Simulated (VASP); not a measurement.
Wanted: the native input for a VASP 6.6.1 run.

```
Task                   : relaxation of cell and atoms
Functional             : PBEsol
Potentials or basis    : VASP PAW PBE potentials, release 64 (Al, N)
Cutoff                 : 600 eV
k mesh                 : 12 × 12 × 6
Occupations            : gaussian, width 0.01 eV
Spin                   : no spin polarisation
Target pressure        : -2 GPa
Dipole correction      : no
Further INCAR settings : ALGO = Normal; EDIFF = 1e-06; IBRION = 2; EDIFFG = -0.01; NSW = 80; ISIF = 3
```

The structure of AlN lies in POSCAR:

```
AlN
1.0
    3.3121157400      0.0000000000      0.0000000000
   -1.6560578700      2.8683763700      0.0000000000
    0.0000000000      0.0000000000      4.1875630000
Al N
2 2
Direct
    0.3333333300      0.6666666700      0.7500000000
    0.6666666700      0.3333333300      0.2500000000
    0.3333333300      0.6666666700      0.2500000000
    0.6666666700      0.3333333300      0.7500000000
```

The input as run:

INCAR

```
SYSTEM = AlN
ALGO = Normal
EDIFF = 1E-6
EDIFFG = -0.01
ENCUT = 600
GGA = PS
IBRION = 2
ISIF = 3
ISMEAR = 0
LASPH = .TRUE.
LCHARG = .FALSE.
LREAL = .FALSE.
LWAVE = .FALSE.
NELM = 60
NSW = 80
PREC = Accurate
PSTRESS = -20.0
SIGMA = 0.01
```

KPOINTS

```
k-points
0
G
  12 12 6
  0 0 0
```

Potentials or basis: VASP PAW PBE potentials, release 64 (Al, N).

The run is started by

```bash
$ cat potpaw_PBE.64/Al/POTCAR potpaw_PBE.64/N/POTCAR > POTCAR
$ mpirun -np 1 vasp_std > vasp.out
```

It gave:

- Relaxed volume: 9.86 Å³/atom
- Relaxed cell: a = 3.310 Å, b = 3.310 Å, c = 4.157 Å, α = 90.00°, β = 90.00°, γ = 120.00°
- Space group after relaxing (to 0.05 Å): P6_3/mmc (No. 194)
- Energy change on relaxing (the enthalpy is what falls): -1.7 meV/atom
- Ionic steps: 5
- Pressure after relaxing: -2.0 GPa
- Band gap on the k mesh: 3.27 eV, direct

Caveat: the cell is relaxed towards a set pressure, so the enthalpy falls and the energy may rise; the PAW data sets were made with another functional, which shifts forces and pressure a little.

Run time: 48 s on 1 thread of Intel(R) Xeon(R) 6975P-C (Granite Rapids), with other jobs on the host, peak memory 0.19 GiB.
